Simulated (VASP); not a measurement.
A run of VASP 6.6.1 is set up as follows.

The input INCAR:

```
PREC = Accurate
ENCUT = 600
EDIFF = 1E-7
ISMEAR = 0
SIGMA = 0.1
LREAL = F
LASPH = T
NELM = 100
ALGO = Normal
ISIF = 3
LWAVE = F
LCHARG = F
GGA = PE
IBRION = 2
NSW = 100
EDIFFG = -0.01
```

Contents of KPOINTS:

```
Automatic mesh
0
Gamma
  20 20 20
```

The input POSCAR:

```
RhO
1.0
    2.7603672915      0.0000000000      0.0000000000
    0.0000000000      2.7603672915      0.0000000000
    0.0000000000      0.0000000000      2.7599342576
Rh O
1 1
Direct
    0.5000000000      0.5000000000      0.5000000000
    0.0000000000      0.0000000000      0.0000000000
```

Potentials or basis: VASP PAW PBE potentials, release 64 (Rh_pv, O).

Command:

```sh
$ cat potpaw_PBE.64/Rh_pv/POTCAR potpaw_PBE.64/O/POTCAR > POTCAR
$ mpirun -np 1 vasp_std > vasp.out
```

**Question.** Predict the relaxed volume.

**Answer.** 10.50 Å³/atom.

**Question.** What does it give for the band gap on the k mesh?

**Answer.** Zero (an odd number of electrons rules out a gap without spin polarisation).

**Question.** Estimate the relaxed cell.

**Answer.** a = 2.759 Å, b = 2.759 Å, c = 2.759 Å, α = 90.00°, β = 90.00°, γ = 90.00°.

**Question.** Estimate the space group after relaxing (to 0.1 Å).

**Answer.** Pm-3m (No. 221).

Final structure:
```
CELL_PARAMETERS angstrom
2.75914 0.00000 0.00000
0.00000 2.75914 0.00000
0.00000 0.00000 2.75880
ATOMIC_POSITIONS crystal
Rh 0.50000 0.50000 0.50000
O 0.00000 0.00000 0.00000
```

Caveat: an odd number of electrons without spin polarisation forces a metal; a magnetic or distorted state may lie lower.
